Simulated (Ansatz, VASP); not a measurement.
**Two plane-wave programs on Mo**

Contents of INCAR:

```
SYSTEM = Mo
PREC = Accurate ; ENCUT = 520
EDIFF = 1E-7 ; ISMEAR = 0
SIGMA = 0.15 ; LREAL = .FALSE.
LASPH = .TRUE. ; NELM = 100
ALGO = Fast ; ISIF = 2
LWAVE = .FALSE. ; LCHARG = .FALSE.
GGA = PS ; NBANDS = 13
```

File KPOINTS:

```
Automatic mesh
0
G
  18 18 18
  0 0 0
```

File POSCAR:

```
Mo
1.0
    2.7355103972      0.0000000000      0.0000000000
   -1.3677551986      2.1321193467      0.0000000000
    0.0000000000      0.0000000000      2.5551807000
Mo
1
Direct
    0.0000000000      0.0000000000      0.5000000000
```

Input for Ansatz:

```yaml
crystal:
  lattice:
    - [2.7355103972, 0.0, 0.0]
    - [-1.3677551986, 2.1321193467, 0.0]
    - [0.0, 0.0, 2.5551807]
  atoms:
    - { symbol: Mo, position: [0.0, 0.0, 0.5] }
basis:
  ecutwfc: 420
kpoints:
  mp_grid: { grid: [18, 18, 18] }
hamiltonian:
  xc: pbesol
scf:
  occupations: { method: gaussian, width: 0.15 }
output:
  forces: true
  stress: true
  eigenvalues: true
  write_density: true
  write_potential: true
  elf: true
  volumetric_format: npy
```

Change from the starting cell: strain -0.1000 x Voigt [0, 1, 0, 0, 0, 0], atoms carried along.

Alike in both runs: task single point; functional PBEsol; k mesh 18 × 18 × 18; occupations gaussian, width 0.15 eV; no spin polarisation.

```csv
,VASP,Ansatz
version,VASP 6.6.1,Ansatz 0.2.0
potentials or method,"VASP PAW PBE potentials, release 64 (Mo_sv), cutoff 520 eV","scalar-relativistic, plane waves, PAW"
valence electrons in the cell,14,14
```

Ansatz gave:

```
gap on the k mesh at the Fermi level (eV)                     : none
pressure (GPa)                                                : 26.3
traceless stress, the component that is largest in VASP (GPa) : -23.05
```

Question: What did VASP give for the same quantities?

Answer: gap on the k mesh at the Fermi level (eV): none; pressure (GPa): 27.2; traceless stress, the component that is largest in VASP (GPa): -23.12.

VASP's potentials were made for PBE, not for PBEsol. A gap of «none» marks a metal or a gap that the smearing closes.
